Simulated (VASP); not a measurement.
# SnTe (Fm-3m) in VASP: a series of runs

SnTe is run at these levels: PBEsol; tasks: vibrations by perturbation theory.

All numbers are computed with VASP 6.6.1; they aren't measurements. Logs are shortened: lines on timing, memory, paths and dates and some standing lists are left out, and cuts for length are marked.

## Step 1: The cell of the first run

Symmetry: Fm-3m, No. 225, cubic system. Conventional cell: a = 6.246 Å, b = 6.246 Å, c = 6.246 Å, α = 90.00°, β = 90.00°, γ = 90.00°. Within 4.1 Å of Sn (site symmetry m-3m) lie 6 Te at 3.12 Å. Within 4.1 Å of Te (site symmetry m-3m) lie 6 Sn at 3.12 Å.

## Step 2: Vibrations by perturbation theory, PBEsol (volume scaled by 0.980)

Contents of INCAR:

```
  ALGO = Normal
  EDIFF = 1E-8
  ENCUT = 520
  GGA = PS
  IBRION = 8
  ISIF = 2
  ISMEAR = 0
  LASPH = True
  LCHARG = False
  LREAL = False
  LWAVE = False
  NELM = 60
  NSW = 1
  PREC = Accurate
  SIGMA = 0.01
```

Contents of KPOINTS:

```
k-points
0
Gamma
  10 10 10
```

Contents of POSCAR:

```
SnTe
1.0
    0.0000000000      3.1229026302      3.1229026302
    3.1229026302      0.0000000000      3.1229026302
    3.1229026302      3.1229026302      0.0000000000
Sn Te
1 1
Direct
    0.0000000000      0.0000000000      0.0000000000
    0.5000000000      0.5000000000      0.5000000000
```

Potentials or basis: VASP PAW PBE potentials, release 64 (Sn_d, Te).

On the command line:

```console
$ cat potpaw_PBE.64/Sn_d/POTCAR potpaw_PBE.64/Te/POTCAR > POTCAR
$ mpirun -np 1 vasp_std > vasp.out
```

OUTCAR:

```text
EDIFF = 1E-8
   ENCUT = 520
   GGA = PS
   IBRION = 8
   ISIF = 2
   ISMEAR = 0
   LASPH = True
   LREAL = False
   NELM = 60
   NSW = 1
   PREC = Accurate

 ion  position               nearest neighbor table
   1  0.000  0.000  0.000-   2 3.12   2 3.12   2 3.12   2 3.12   2 3.12   2 3.12
   2  0.500  0.500  0.500-   1 3.12   1 3.12   1 3.12   1 3.12   1 3.12   1 3.12

  LATTYP: Found a face centered cubic cell.
 ALAT       =     6.2458052604

  Lattice vectors:

 A1 = (   0.0000000000,   3.1229026302,   3.1229026302)
 A2 = (   3.1229026302,   0.0000000000,   3.1229026302)
 A3 = (   3.1229026302,   3.1229026302,   0.0000000000)

Analysis of symmetry for initial positions (statically):
=====================================================================
 Subroutine PRICEL returns:
 Original cell was already a primitive cell.

 Routine SETGRP: Setting up the symmetry group for a
 face centered cubic supercell.

 Subroutine GETGRP returns: Found 48 space group operations
 (whereof 48 operations were pure point group operations)
 out of a pool of 48 trial point group operations.

The static configuration has the point symmetry O_h .

Analysis of symmetry for dynamics (positions and initial velocities):
=====================================================================
 Subroutine PRICEL returns:
 Original cell was already a primitive cell.

 Routine SETGRP: Setting up the symmetry group for a
 face centered cubic supercell.

 Subroutine GETGRP returns: Found 48 space group operations
 (whereof 48 operations were pure point group operations)
 out of a pool of 48 trial point group operations.

The dynamic configuration has the point symmetry O_h .

 Subroutine INISYM returns: Found 48 space group operations
 (whereof 48 operations are pure point group operations),
 and found     1 'primitive' translations

----------------------------------------------------------------------------------------

                                     Primitive cell

  volume of cell :      60.9123

  direct lattice vectors                    reciprocal lattice vectors
     0.000000000  3.122902630  3.122902630    -0.160107457  0.160107457  0.160107457
     3.122902630  0.000000000  3.122902630     0.160107457 -0.160107457  0.160107457
     3.122902630  3.122902630  0.000000000     0.160107457  0.160107457 -0.160107457

  length of vectors
     4.416451254  4.416451254  4.416451254     0.277314251  0.277314251  0.277314251

  position of ions in fractional coordinates (direct lattice)
     0.000000000  0.000000000  0.000000000
     0.500000000  0.500000000  0.500000000

  ion indices of the primitive-cell ions
   primitive index   ion index
                 1           1
                 2           2

----------------------------------------------------------------------------------------

 KPOINTS: k-points

Automatic generation of k-mesh.
 Grid dimensions read from file:
 generate k-points for:   10   10   10

 Generating k-lattice:

  Cartesian coordinates                     Fractional coordinates (reciprocal lattice)
    -0.016010746  0.016010746  0.016010746     0.100000000  0.000000000  0.000000000
     0.016010746 -0.016010746  0.016010746     0.000000000  0.100000000  0.000000000
     0.016010746  0.016010746 -0.016010746     0.000000000  0.000000000  0.100000000

  Length of vectors
     0.027731425  0.027731425  0.027731425

  Shift w.r.t. Gamma in fractional coordinates (k-lattice)
     0.000000000  0.000000000  0.000000000

 Subroutine IBZKPT returns following result:
 ===========================================

 Found     47 irreducible k-points:

 Following reciprocal coordinates:
            Coordinates               Weight
  0.000000  0.000000  0.000000      1.000000
  0.100000  0.000000  0.000000      8.000000
[... 81 lines left out ...]

 number of electron      19.9999997 magnetization

 Free energy of the ion-electron system (eV)
  ---------------------------------------------------
  ext. energy  EPLUGINS =         0.00000000
  ---------------------------------------------------
  free energy    TOTEN  =        -8.33483716 eV

  energy without entropy =       -8.33483716  energy(sigma->0) =       -8.33483716

 E-fermi :   7.1704     XC(G=0):  -9.7720

 val. band max:        7.0752375606   @ k =   0.5000   0.0000   0.0000
 cond. band min:       7.2977087948   @ k =   0.5000   0.0000   0.0000
 fundamental gap:      0.2224712342
 Fermi energy:         7.1703897633

 k-point     1 :       0.0000    0.0000    0.0000
  band No.  band energies     occupation
      1     -14.6522      2.00000
      2     -14.6522      2.00000
      3     -14.6437      2.00000
      4     -14.6437      2.00000
      5     -14.6437      2.00000
      6      -5.8788      2.00000
      7       2.5397      2.00000
      8       4.9377      2.00000
      9       4.9377      2.00000
     10       4.9377      2.00000
     11      10.5323      0.00000
     12      10.5323      0.00000
     13      10.5323      0.00000
     14      11.8111      0.00000
[... 377 lines left out ...]
      1     -14.6675      2.00000
      2     -14.6488      2.00000
      3     -14.6466      2.00000
      4     -14.6343      2.00000
      5     -14.6339      2.00000
      6      -4.6203      2.00000
      7       0.1667      2.00000
      8       3.0337      2.00000
      9       3.6216      2.00000
     10       3.8530      2.00000
     11       9.6908      0.00000
     12      11.0795      0.00000
     13      11.1730      0.00000
     14      11.5929      0.00000

 [... further k-points ...]

------------------------ aborting loop because EDIFF is reached ----------------------------------------

  FORCE on cell =-STRESS in cart. coord.  units (eV):
  Direction    XX          YY          ZZ          XY          YZ          ZX
  --------------------------------------------------------------------------------------
  -------------------------------------------------------------------------------------
  Total        0.3860461      0.3860461      0.3860461      0.0000000      0.0000000      0.0000000
  in kB       10.1541697     10.1541697     10.1541697      0.0000000      0.0000000      0.0000000
  external PRESSURE =      10.1541697 kB  Pullay stress =       0.0000000 kB

 VOLUME and BASIS-vectors are now :
 -----------------------------------------------------------------------------
  energy-cutoff  :      520.00
  volume of cell :       60.91
      direct lattice vectors                 reciprocal lattice vectors
     0.000000000  3.122902630  3.122902630    -0.160107457  0.160107457  0.160107457
     3.122902630  0.000000000  3.122902630     0.160107457 -0.160107457  0.160107457
     3.122902630  3.122902630  0.000000000     0.160107457  0.160107457 -0.160107457

 POSITION                                       TOTAL-FORCE (eV/Angst)
 -----------------------------------------------------------------------------------
      0.00000      0.00000      0.00000         0.000000     -0.000000     -0.000000
      3.12290      3.12290      3.12290         0.000000      0.000000      0.000000
 -----------------------------------------------------------------------------------
    total drift:                               -0.000000      0.000000      0.000000

  FREE ENERGIE OF THE ION-ELECTRON SYSTEM (eV)
  ---------------------------------------------------
  free  energy   TOTEN  =        -8.3348371591 eV

  energy  without entropy=       -8.3348371591  energy(sigma->0) =       -8.33483716

[... ionic steps 2 to 3 ...]

--------------------------------------- Ionic step        4  -------------------------------------------

------------------------ aborting loop because EDIFF is reached ----------------------------------------

[... ionic steps 5 to 6 ...]

--------------------------------------- Ionic step        7  -------------------------------------------

 Free energy of the ion-electron system (eV)
  ---------------------------------------------------
  ---------------------------------------------------
  free energy    TOTEN  =        -0.04772810 eV

  energy without entropy =       -0.04772810

------------------------ aborting loop because EDIFF is reached ----------------------------------------

 INTERNAL STRAIN TENSOR  FOR ION    2  DIRECTION 1   (eV/Angst):
 -----------------------------------------------------------------------------
    -0.00538 -0.00000 -0.00000
    -0.00000  0.00743  0.00000
     0.00000  0.00000  0.00743

 INTERNAL STRAIN TENSOR FOR ION    2 for displacements in x,y,z  (eV/Angst):
          X           Y           Z          XY          YZ          ZX
  --------------------------------------------------------------------------------
  x     0.00000     0.00000     0.00000     0.00000     0.00000     0.00000
  y     0.00000     0.00000     0.00000     0.00000     0.00000     0.00000
  z     0.00000     0.00000     0.00000     0.00000     0.00000     0.00000

 SECOND DERIVATIVES (NOT SYMMETRIZED)
 ------------------------------------
               1X          1Y          1Z          2X          2Y          2Z
  1X    -0.367858    0.000000    0.000000    0.367858    0.000000    0.000000
  1Y     0.000000   -0.367858    0.000000    0.000000    0.367858    0.000000
  1Z     0.000000    0.000000   -0.367858    0.000000    0.000000    0.367858
  2X     0.378192    0.000000    0.000000   -0.378192    0.000000    0.000000
  2Y     0.000000    0.378192    0.000000    0.000000   -0.378192    0.000000
  2Z     0.000000    0.000000    0.378192    0.000000    0.000000   -0.378192

 Eigenvectors and eigenvalues of the dynamical matrix
 ----------------------------------------------------

   1 f  =    1.217288 THz     7.648447 2PiTHz   40.604363 cm-1     5.034297 meV
             X         Y         Z           dx          dy          dz
      0.000000  0.000000  0.000000    -0.693880   -0.172205    0.000000
      3.122903  3.122903  3.122903     0.678610    0.168415    0.000000
[... 21 lines left out ...]
   6 f/i=    0.008429 THz     0.052963 2PiTHz    0.281172 cm-1     0.034861 meV
             X         Y         Z           dx          dy          dz
      0.000000  0.000000  0.000000     0.693290    0.062770    0.065456
      3.122903  3.122903  3.122903     0.708891    0.064183    0.066928

--------------------------------------------------------------------------------------------------------

 ELASTIC MODULI CONTR FROM IONIC RELAXATION (kBar)
 Direction    XX          YY          ZZ          XY          YZ          ZX
 --------------------------------------------------------------------------------
 XX           0.0000      0.0000      0.0000      0.0000      0.0000      0.0000
 YY           0.0000      0.0000      0.0000      0.0000      0.0000      0.0000
 ZZ           0.0000      0.0000      0.0000      0.0000      0.0000      0.0000
 XY           0.0000      0.0000      0.0000      0.0000      0.0000      0.0000
 YZ           0.0000      0.0000      0.0000      0.0000      0.0000      0.0000
 ZX           0.0000      0.0000      0.0000      0.0000      0.0000      0.0000
 --------------------------------------------------------------------------------
```

It took 5.6 min on 1 thread of Intel Xeon Platinum 8375C at 2.90GHz (Ice Lake), shared host; peak memory 0.4 GiB.

Results:

| Property | Result |
| --- | --- |
| Highest phonon frequency at Γ, LO-TO splitting left out | 41 cm⁻¹ |

Phonon frequencies in cm⁻¹ (negative: imaginary):
| q point | frequencies |
| --- | --- |
| (0.000, 0.000, 0.000) | 0 0 0 41 41 41 |

Caveat: the cell differs from its parent crystal (volume scaled by 0.980); the cell wasn't relaxed at this level first, which shifts response properties; the PAW data sets were made with another functional, which shifts forces and pressure a little; spin-orbit coupling is left out, which moves the levels of the heavy elements.

## Step 3: Vibrations by perturbation theory, PBEsol

This run uses another cell than the first one, of 31.08 Å³/atom, 1.020 times its volume.

Contents of INCAR:

```
PREC = Accurate
ENCUT = 520
EDIFF = 1E-8
ISMEAR = 0
SIGMA = 0.01
LREAL = F
LASPH = T
NELM = 100
ALGO = Normal
ISIF = 2
LWAVE = F
LCHARG = F
GGA = PS
IBRION = 8
NSW = 1
```

Contents of KPOINTS:

```
regular mesh
0
Gamma
  10 10 10
```

Contents of POSCAR:

```
SnTe
1.0
    0.0000000000      3.1440039638      3.1440039638
    3.1440039638      0.0000000000      3.1440039638
    3.1440039638      3.1440039638      0.0000000000
Sn Te
1 1
Direct
    0.0000000000      0.0000000000      0.0000000000
    0.5000000000      0.5000000000      0.5000000000
```

Potentials or basis: VASP PAW PBE potentials, release 64 (Sn_d, Te).

On the command line:

```console
$ cat potpaw_PBE.64/Sn_d/POTCAR potpaw_PBE.64/Te/POTCAR > POTCAR
$ mpirun -np 1 vasp_std > vasp.out
```

OUTCAR:

```text
PREC = Accurate
   ENCUT = 520
   EDIFF = 1E-8
   ISMEAR = 0
   LREAL = F
   LASPH = T
   NELM = 100
   ISIF = 2
   GGA = PS
   IBRION = 8
   NSW = 1

 ion  position               nearest neighbor table
   1  0.000  0.000  0.000-   2 3.14   2 3.14   2 3.14   2 3.14   2 3.14   2 3.14
   2  0.500  0.500  0.500-   1 3.14   1 3.14   1 3.14   1 3.14   1 3.14   1 3.14

  LATTYP: Found a face centered cubic cell.
 ALAT       =     6.2880079276

  Lattice vectors:

 A1 = (   0.0000000000,   3.1440039638,   3.1440039638)
[... 664 lines left out ...]
  1X    -0.120869    0.000000    0.000000    0.120869    0.000000    0.000000
  1Y     0.000000   -0.120869    0.000000    0.000000    0.120869    0.000000
  1Z     0.000000    0.000000   -0.120869    0.000000    0.000000    0.120869
  2X     0.126369    0.000000    0.000000   -0.126369    0.000000    0.000000
  2Y     0.000000    0.126369    0.000000    0.000000   -0.126369    0.000000
  2Z     0.000000    0.000000    0.126369    0.000000    0.000000   -0.126369

 Eigenvectors and eigenvalues of the dynamical matrix
 ----------------------------------------------------

   1 f  =    0.700677 THz     4.402484 2PiTHz   23.372071 cm-1     2.897766 meV
             X         Y         Z           dx          dy          dz
      0.000000  0.000000  0.000000     0.000000    0.711990    0.000000
      3.144004  3.144004  3.144004     0.000000   -0.702190    0.000000
[... 21 lines left out ...]
   6 f/i=    0.007793 THz     0.048962 2PiTHz    0.259931 cm-1     0.032227 meV
             X         Y         Z           dx          dy          dz
      0.000000  0.000000  0.000000     0.000000    0.000000   -0.702190
      3.144004  3.144004  3.144004     0.000000    0.000000   -0.711990

--------------------------------------------------------------------------------------------------------

 ELASTIC MODULI CONTR FROM IONIC RELAXATION (kBar)
 Direction    XX          YY          ZZ          XY          YZ          ZX
 --------------------------------------------------------------------------------
 XX           0.0000      0.0000      0.0000      0.0000      0.0000      0.0000
 YY           0.0000      0.0000      0.0000      0.0000      0.0000      0.0000
 ZZ           0.0000      0.0000      0.0000      0.0000      0.0000      0.0000
 XY           0.0000      0.0000      0.0000      0.0000      0.0000      0.0000
 YZ           0.0000      0.0000      0.0000      0.0000      0.0000      0.0000
 ZX           0.0000      0.0000      0.0000      0.0000      0.0000      0.0000
 --------------------------------------------------------------------------------
```

Run time: 5.1 min. Hardware: 1 thread of Intel Xeon Platinum 8375C at 2.90GHz (Ice Lake), shared host; peak memory 0.41 GiB.

Results:

| Property | Result |
| --- | --- |
| Highest phonon frequency at Γ, LO-TO splitting left out | 23 cm⁻¹ |

Phonon frequencies in cm⁻¹ (negative: imaginary):
| q point | frequencies |
| --- | --- |
| (0.000, 0.000, 0.000) | 0 0 0 23 23 23 |

Caveat: the PAW data sets were made with another functional, which shifts forces and pressure a little; spin-orbit coupling is left out, which moves the levels of the heavy elements.

(Continued in part 2 of 2.)
